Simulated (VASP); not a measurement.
Wanted: the native input for a VASP 6.6.1 run.

- Task: single point
- Functional: PBE
- Potentials or basis: VASP PAW PBE potentials, release 64 (Cd, Sb, O)
- Cutoff: 520 eV
- k mesh: 4 × 4 × 4
- Occupations: gaussian, width 0.1 eV
- Spin: no spin polarisation
- Dipole correction: no
- Further INCAR settings: ALGO = Normal; EDIFF = 1e-06; NBANDS = 38

The structure of Cd4SbO lies in POSCAR:

```
Cd4SbO
1.0
    0.0000000000      4.0187607000      4.0187607000
    4.0187607000      0.0000000000      4.0187607000
    4.0187607000      4.0187607000      0.0000000000
Cd Sb O
4 1 1
Direct
    0.1362836300      0.1362836300      0.1362836300
    0.1362836300      0.1362836300      0.5911491200
    0.1362836300      0.5911491200      0.1362836300
    0.5911491200      0.1362836300      0.1362836300
    0.7500000000      0.7500000000      0.7500000000
    0.2500000000      0.2500000000      0.2500000000
```

The cell was generated, and may not be a known phase.

One way to write it, as run:

INCAR

```
  PREC = Accurate
  ENCUT = 520
  EDIFF = 1E-6
  ISMEAR = 0
  SIGMA = 0.1
  LREAL = F
  LASPH = T
  NELM = 60
  ALGO = Normal
  ISIF = 2
  LWAVE = F
  LCHARG = F
  GGA = PE
  NBANDS = 38
```

KPOINTS

```
regular mesh
0
Gamma
  4 4 4
```

Potentials or basis: VASP PAW PBE potentials, release 64 (Cd, Sb, O).

Run with:

```console
$ cat potpaw_PBE.64/Cd/POTCAR potpaw_PBE.64/Sb/POTCAR potpaw_PBE.64/O/POTCAR > POTCAR
$ mpirun -np 1 vasp_std > vasp.out
```

It gave:

```json
{
 "Pressure": "84.6 GPa",
 "Largest force": "32.542 eV/Å",
 "Band gap on the k mesh": "zero (an odd number of electrons rules out a gap without spin polarisation)"
}
```

Caveat: the cell stands under pressure; spin-orbit coupling is left out, which moves the levels of the heavy elements; forces of over 1 eV/Å act on the atoms, so gaps and moduli don't describe the material at rest.

Run time: 24 s on 1 thread of Intel(R) Xeon(R) 6975P-C (Granite Rapids), with other jobs on the host, peak memory 0.26 GiB.
